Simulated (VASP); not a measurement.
Write the native input for VASP 6.6.1 that does the following.

```
Task                   : single point
Functional             : PBE
Potentials or basis    : VASP PAW PBE potentials, release 64 (Ga_d, Sb_d_GW)
Cutoff                 : 500 eV
k mesh                 : 10 × 10 × 8
Occupations            : gaussian, width 0.1 eV
Spin                   : no spin polarisation
Dipole correction      : no
Second run             : valence_matched
Further INCAR settings : ALGO = Normal; EDIFF = 1e-06; NBANDS = 36
```

The structure of GaSb lies in POSCAR:

```
GaSb
1.0
    3.2942082256      3.2942082256      0.0000000000
   -3.2942082256      3.2942082256      0.0000000000
    0.0000000000      0.0000000000      5.9917296783
Ga Sb
2 2
Direct
    0.0000000000      0.0000000000      0.0000000000
    0.5000000000      0.5000000000      0.5000000000
    0.5000000000      0.0000000000      0.2500000000
    0.0000000000      0.5000000000      0.7500000000
```

This cell differs from its parent crystal: biaxial strain in the a-b plane: +6.0 %.

The input as run:

INCAR

```
SYSTEM = GaSb
PREC = Accurate
ENCUT = 500
EDIFF = 1E-6
ISMEAR = 0
SIGMA = 0.1
LREAL = .FALSE.
LASPH = .TRUE.
NELM = 120
ALGO = Normal
ISIF = 2
LWAVE = .FALSE.
LCHARG = .FALSE.
GGA = PE
NBANDS = 36
GGA_COMPAT = .FALSE.
```

KPOINTS

```
Automatic mesh
0
G
  10 10 8
  0 0 0
```

Potentials or basis: VASP PAW PBE potentials, release 64 (Ga_d, Sb_d_GW).

Launch:

```sh
$ cat potpaw_PBE.64/Ga_d/POTCAR potpaw_PBE.64/Sb_d_GW/POTCAR > POTCAR
$ mpirun -np 1 vasp_std > vasp.out
```

It gave:

| Quantity | Value |
| --- | --- |
| Pressure | -3.0 GPa |

Caveat: the cell differs from its parent crystal (biaxial strain in the a-b plane: +6.0 %).

Wall time 7.8 min on 1 thread of Intel(R) Xeon(R) Platinum 8488C (Sapphire Rapids), on a shared host, peak memory 0.57 GiB.
